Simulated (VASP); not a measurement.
# Be2C (Fm-3m) in VASP: notebook

Be2C is run at these levels: PBE-based screened hybrid with 20 % exact exchange, PBE-based global hybrid with 10 % exact exchange; tasks: single point.

Everything below comes from runs of VASP 6.6.1. Logs are shortened: lines on timing, memory, paths and dates and some standing lists are left out, and cuts for length are marked.

### Step 1. The cell of the first run

Symmetry: Fm-3m, No. 225, cubic system. Conventional cell: a = 4.330 Å, b = 4.330 Å, c = 4.330 Å, α = 90.00°, β = 90.00°, γ = 90.00°. Be (site symmetry -43m) has 4 C at 1.87 Å and 6 Be at 2.17 Å within 2.5 Å. Within 2.5 Å of C (site symmetry m-3m) lie 8 Be at 1.87 Å.

### Step 2. Single point, PBE-based screened hybrid with 20 % exact exchange

The input, POSCAR:

```
Be2C
1.0
    0.0000000000      2.1650005600      2.1650005600
    2.1650005600      0.0000000000      2.1650005600
    2.1650005600      2.1650005600      0.0000000000
Be C
2 1
Direct
    0.2500000000      0.2500000000      0.2500000000
    0.7500000000      0.7500000000      0.7500000000
    0.0000000000      0.0000000000      0.0000000000
```

The input, INCAR.step1:

```
PREC = Accurate
ENCUT = 520
EDIFF = 1E-5
ISMEAR = 0
SIGMA = 0.05
LREAL = False
LASPH = True
NELM = 120
ALGO = Normal
ISIF = 2
LWAVE = True
LCHARG = False
GGA = PE
NBANDS = 11
GGA_COMPAT = False
```

The input, INCAR.step2:

```
PREC = Accurate
ENCUT = 520
EDIFF = 1E-6
ISMEAR = 0
SIGMA = 0.05
LREAL = False
LASPH = True
NELM = 120
ALGO = Normal
ISIF = 2
LWAVE = False
LCHARG = False
GGA = PE
LHFCALC = True
AEXX = 0.2
HFSCREEN = 0.20787
PRECFOCK = Normal
ISTART = 1
NBANDS = 11
GGA_COMPAT = False
```

The input, KPOINTS:

```
regular mesh
0
Gamma
  6 6 6
```

Potentials or basis: VASP PAW PBE potentials, release 64 (Be, C).

Run with:

```
> cat potpaw_PBE.64/Be/POTCAR potpaw_PBE.64/C/POTCAR > POTCAR
> cp INCAR.step1 INCAR
> mpirun -np 1 vasp_std > vasp.out
> cp INCAR.step2 INCAR
> mpirun -np 1 vasp_std > vasp.out
```

OUTCAR:

```text
PREC = Accurate
   ENCUT = 520
   EDIFF = 1E-6
   ISMEAR = 0
   LREAL = False
   LASPH = True
   NELM = 120
   ISIF = 2
   GGA = PE
   LHFCALC = True
   AEXX = 0.2
   HFSCREEN = 0.20787
   PRECFOCK = Normal
   ISTART = 1

 ion  position               nearest neighbor table
   1  0.250  0.250  0.250-   3 1.87   3 1.87   3 1.87   3 1.87   2 2.17   2 2.17   2 2.17   2 2.17
                             2 2.17   2 2.17
   2  0.750  0.750  0.750-   3 1.87   3 1.87   3 1.87   3 1.87   1 2.17   1 2.17   1 2.17   1 2.17
                             1 2.17   1 2.17
   3  0.000  0.000  0.000-   2 1.87   2 1.87   2 1.87   1 1.87   2 1.87   1 1.87   1 1.87   1 1.87

  LATTYP: Found a face centered cubic cell.
 ALAT       =     4.3300011200

  Lattice vectors:

 A1 = (   0.0000000000,   2.1650005600,   2.1650005600)
 A2 = (   2.1650005600,   0.0000000000,   2.1650005600)
 A3 = (   2.1650005600,   2.1650005600,   0.0000000000)

Analysis of symmetry for initial positions (statically):
=====================================================================
 Subroutine PRICEL returns:
 Original cell was already a primitive cell.

 Routine SETGRP: Setting up the symmetry group for a
 face centered cubic supercell.

 Subroutine GETGRP returns: Found 48 space group operations
 (whereof 48 operations were pure point group operations)
 out of a pool of 48 trial point group operations.

The static configuration has the point symmetry O_h .

Analysis of symmetry for dynamics (positions and initial velocities):
=====================================================================
 Subroutine PRICEL returns:
 Original cell was already a primitive cell.

 Routine SETGRP: Setting up the symmetry group for a
 face centered cubic supercell.

 Subroutine GETGRP returns: Found 48 space group operations
 (whereof 48 operations were pure point group operations)
 out of a pool of 48 trial point group operations.

The dynamic configuration has the point symmetry O_h .

 Subroutine INISYM returns: Found 48 space group operations
 (whereof 48 operations are pure point group operations),
 and found     1 'primitive' translations

----------------------------------------------------------------------------------------

                                     Primitive cell

  volume of cell :      20.2957

  direct lattice vectors                    reciprocal lattice vectors
     0.000000000  2.165000560  2.165000560    -0.230946822  0.230946822  0.230946822
     2.165000560  0.000000000  2.165000560     0.230946822 -0.230946822  0.230946822
     2.165000560  2.165000560  0.000000000     0.230946822  0.230946822 -0.230946822

  length of vectors
     3.061773154  3.061773154  3.061773154     0.400011630  0.400011630  0.400011630

  position of ions in fractional coordinates (direct lattice)
     0.250000000  0.250000000  0.250000000
     0.750000000  0.750000000  0.750000000
     0.000000000  0.000000000  0.000000000

  ion indices of the primitive-cell ions
   primitive index   ion index
                 1           1
                 2           2
                 3           3

----------------------------------------------------------------------------------------

 KPOINTS: regular mesh

Automatic generation of k-mesh.
 Grid dimensions read from file:
 generate k-points for:    6    6    6

 Generating k-lattice:

  Cartesian coordinates                     Fractional coordinates (reciprocal lattice)
    -0.038491137  0.038491137  0.038491137     0.166666667  0.000000000  0.000000000
     0.038491137 -0.038491137  0.038491137     0.000000000  0.166666667  0.000000000
     0.038491137  0.038491137 -0.038491137     0.000000000  0.000000000  0.166666667

  Length of vectors
     0.066668605  0.066668605  0.066668605

  Shift w.r.t. Gamma in fractional coordinates (k-lattice)
     0.000000000  0.000000000  0.000000000

 Subroutine IBZKPT returns following result:
 ===========================================

 Found     16 irreducible k-points:

 Following reciprocal coordinates:
            Coordinates               Weight
  0.000000  0.000000  0.000000      1.000000
  0.166667  0.000000  0.000000      8.000000
  0.333333  0.000000  0.000000      8.000000
  0.500000  0.000000  0.000000      4.000000
  0.166667  0.166667  0.000000      6.000000
  0.333333  0.166667  0.000000     24.000000
[... 8 lines left out ...]
 -0.333333  0.333333  0.166667     24.000000
 -0.333333  0.500000  0.166667     12.000000
   k-points           NKPTS =     16   k-points in BZ     NKDIM =    216   number of bands    NBANDS=     11
   number of dos      NEDOS =    301   number of ions     NIONS =      3
   total plane-waves  NPLWV =  13824
   dimension x,y,z NGX =    24 NGY =   24 NGZ =   24
   dimension x,y,z NGXF=    48 NGYF=   48 NGZF=   48
   ions per type =               2   1
   NGX,Y,Z   is equivalent  to a cutoff of  13.03, 13.03, 13.03 a.u.
   NGXF,Y,Z  is equivalent  to a cutoff of  26.06, 26.06, 26.06 a.u.
 SYSTEM =  unknown system
   PREC   = accura    normal or accurate (medium, high low for compatibility)
   ISTART =      1    job   : 0-new  1-cont  2-samecut
   ICHARG =      0    charge: 1-file 2-atom 10-const
   ISPIN  =      1    spin polarized calculation?
   LNONCOLLINEAR =      F non collinear calculations
   LSORBIT =      F    spin-orbit coupling
   LASPH  =      T    aspherical Exc in radial PAW
   ENCUT  =  520.0 eV  38.22 Ry    6.18 a.u.   5.69  5.69  5.69*2*pi/ulx,y,z
   NELM   =    120;   NELMIN=  2; NELMDL=  0     # of ELM steps
   EDIFF  = 0.1E-05   stopping-criterion for ELM
   LREAL  =      F    real-space projection
   EDIFFG = 0.1E-04   stopping-criterion for IOM
   NSW    =      0    number of steps for IOM
   IBRION =     -1    ionic relax: 0-MD 1-quasi-New 2-CG
   NFREE  =      0    steps in history (QN), initial steepest desc. (CG)
   ISIF   =      2    stress and relaxation
   ISYM   =      3    0-nonsym 1-usesym 2-fastsym
   POTIM  = 0.5000    time-step for ionic-motion
   TEBEG  =    0.0;   TEEND  =   0.0 temperature during run
   PSTRESS=    0.0 pullay stress
   NELECT =       8.0000    total number of electrons
   NUPDOWN=      -1.0000    fix difference up-down
   EMIN   =  10.00;   EMAX   =-10.00  energy-range for DOS
   EFERMI =   0.00;   METHOD = LEGACY
   ISMEAR =     0;   SIGMA  =   0.05  broadening in eV -4-tet -1-fermi 0-gaus
   EFERMI_NEDOS =   21; number of points for ismear=-14 and -15
   IALGO  =     38    algorithm
   IMIX   =      1    mixing-type and parameters
     AMIX     =   0.40;   BMIX     =  1.00
     AMIX_MAG =   1.60;   BMIX_MAG =  1.00
  volume/ion in A,a.u.               =       6.77        45.65
  Fermi-wavevector in a.u.,A,eV,Ry     =   1.200338  2.268310 19.603421  1.440811
  Thomas-Fermi vector in A             =   2.336176
   LORBIT       =      0    0 simple, 1 ext, 2 COOP (PROOUT), +10 PAW based schemes
   GGA     = PE    functional components
   LHFCALC =     T    Hartree Fock is set to
   PRECFOCK=normal    Normal, Fast or Accurate (Low or Medium for compatibility)
   ENCUT4O =  -1.0   cutoff for four orbital integrals eV
   NKREDX  =     1    reduce k-point grid by
   NKREDY  =     1    reduce k-point grid by
   NKREDZ  =     1    reduce k-point grid by
   AEXX    =    0.2000 exact exchange contribution
   HFSCREEN=    0.2079 screening length (either q_TF or 0.3 A-1)
   HFSCREENC=   0.2079 screening length for correlation (either q_TF or 0.3 A-1)
   ENCUTFOCK=  -1.0 apply spherical cutoff to Coloumb kernel
   IVDW    =     0    specifies the selected vdW correction
   LEPSILON=     F    determine dielectric tensor
   LRPA    =     F    only Hartree local field effects (RPA)
 non-spin polarized calculation
 Gauss-broadening in eV      SIGMA  =   0.05
  energy-cutoff  :      520.00
  volume of cell :       20.30
 maximum number of plane-waves:       568
  NGX = 18; NGY = 18; NGZ = 18

 number of electron       8.0000000 magnetization

 Free energy of the ion-electron system (eV)
  ---------------------------------------------------
  ext. energy  EPLUGINS =         0.00000000
  ---------------------------------------------------
  free energy    TOTEN  =       -18.74375038 eV

  energy without entropy =      -18.74375038  energy(sigma->0) =      -18.74375038

 E-fermi :   7.6197     XC(G=0):  -9.8011

 val. band max:        7.3542614204   @ k =   0.0000   0.0000   0.0000
 cond. band min:       9.0975849035   @ k =   0.5000   0.5000   0.0000
 fundamental gap:      1.7433234830
 Fermi energy:         7.6196986265

 k-point     1 :       0.0000    0.0000    0.0000
  band No.  band energies     occupation
      1      -9.0185      2.00000
      2       7.3543      2.00000
      3       7.3543      2.00000
      4       7.3543      2.00000
      5      12.2641      0.00000
      6      12.2641      0.00000
      7      12.2641      0.00000
      8      15.0891      0.00000
      9      21.6885      0.00000
     10      21.6885      0.00000
     11      21.6885      0.00000

 k-point     2 :       0.1667    0.0000    0.0000
  band No.  band energies     occupation
      1      -8.5415      2.00000
      2       4.2869      2.00000
      3       6.6231      2.00000
      4       6.6231      2.00000
      5      13.2881      0.00000
      6      13.2881      0.00000
      7      13.8316      0.00000
      8      16.1663      0.00000
      9      19.7720      0.00000
     10      19.7720      0.00000
     11      22.7535      0.00000

 k-point     3 :       0.3333    0.0000    0.0000
  band No.  band energies     occupation
      1      -7.1927      2.00000
      2       0.1634      2.00000
      3       5.7057      2.00000
      4       5.7057      2.00000
      5      13.5624      0.00000
      6      13.5624      0.00000
      7      14.8948      0.00000
      8      17.7342      0.00000
      9      20.7857      0.00000
     10      20.7857      0.00000
     11      24.8806      0.00000
[... 155 lines left out ...]
 k-point    15 :      -0.3333    0.3333    0.1667
  band No.  band energies     occupation
      1      -5.1323      2.00000
      2      -0.7728      2.00000
      3       1.8937      2.00000
      4       2.7392      2.00000
      5      13.5337      0.00000
      6      15.4761      0.00000
      7      18.6702      0.00000
      8      19.3438      0.00000
      9      20.4176      0.00000
     10      22.7455      0.00000
     11      26.5744      0.00000

 k-point    16 :      -0.3333    0.5000    0.1667
  band No.  band energies     occupation
      1      -4.8549      2.00000
      2       0.4158      2.00000
      3       1.0090      2.00000
      4       1.5334      2.00000
      5      12.1101      0.00000
      6      15.8195      0.00000
      7      18.4766      0.00000
      8      20.4198      0.00000
      9      22.6033      0.00000
     10      23.9443      0.00000
     11      25.4463      0.00000

------------------------ aborting loop because EDIFF is reached ----------------------------------------

  FORCE on cell =-STRESS in cart. coord.  units (eV):
  Direction    XX          YY          ZZ          XY          YZ          ZX
  --------------------------------------------------------------------------------------
  -------------------------------------------------------------------------------------
  Total       -0.3221751     -0.3221751     -0.3221751      0.0000000      0.0000000     -0.0000000
  in kB      -25.4330564    -25.4330564    -25.4330564      0.0000000      0.0000000     -0.0000000
  external PRESSURE =     -25.4330564 kB  Pullay stress =       0.0000000 kB

 VOLUME and BASIS-vectors are now :
 -----------------------------------------------------------------------------
  energy-cutoff  :      520.00
  volume of cell :       20.30
      direct lattice vectors                 reciprocal lattice vectors
     0.000000000  2.165000560  2.165000560    -0.230946822  0.230946822  0.230946822
     2.165000560  0.000000000  2.165000560     0.230946822 -0.230946822  0.230946822
     2.165000560  2.165000560  0.000000000     0.230946822  0.230946822 -0.230946822

 POSITION                                       TOTAL-FORCE (eV/Angst)
 -----------------------------------------------------------------------------------
      1.08250      1.08250      1.08250         0.000000      0.000000      0.000000
      3.24750      3.24750      3.24750        -0.000000     -0.000000     -0.000000
      0.00000      0.00000      0.00000        -0.000000      0.000000     -0.000000
 -----------------------------------------------------------------------------------
    total drift:                                0.000000     -0.000000      0.000000

  FREE ENERGIE OF THE ION-ELECTRON SYSTEM (eV)
  ---------------------------------------------------
  free  energy   TOTEN  =       -18.7437503822 eV

  energy  without entropy=      -18.7437503822  energy(sigma->0) =      -18.74375038
```

Run time: 12 min. Hardware: 1 thread of AMD EPYC 7R13, shared host; peak memory 0.24 GiB.

What came out:

* Free energy: -18.7438 eV
* Pressure: -2.5 GPa
* Band gap on the k mesh: 1.74 eV (least direct gap 4.91 eV)

Levels at points of the mesh, in eV from the valence-band top:
| k point | band 1 | band 2 | band 3 | band 4 | band 5 | band 6 | band 7 | band 8 |
| --- | --- | --- | --- | --- | --- | --- | --- | --- |
| (0.00, 0.00, 0.00) | -16.37 | 0.00 | 0.00 | 0.00 | 4.91 | 4.91 | 4.91 | 7.73 |
| (0.50, 0.00, 0.00) | -13.28 | -9.45 | -1.98 | -1.98 | 5.81 | 5.81 | 7.97 | 10.92 |
| (0.50, 0.50, 0.00) | -12.45 | -7.40 | -5.10 | -5.10 | 1.74 | 6.53 | 14.68 | 14.68 |

Caveat: the PAW data sets were made with another functional, which shifts forces and pressure a little. A k mesh can miss the band edges.

(Continued in part 2 of 2.)
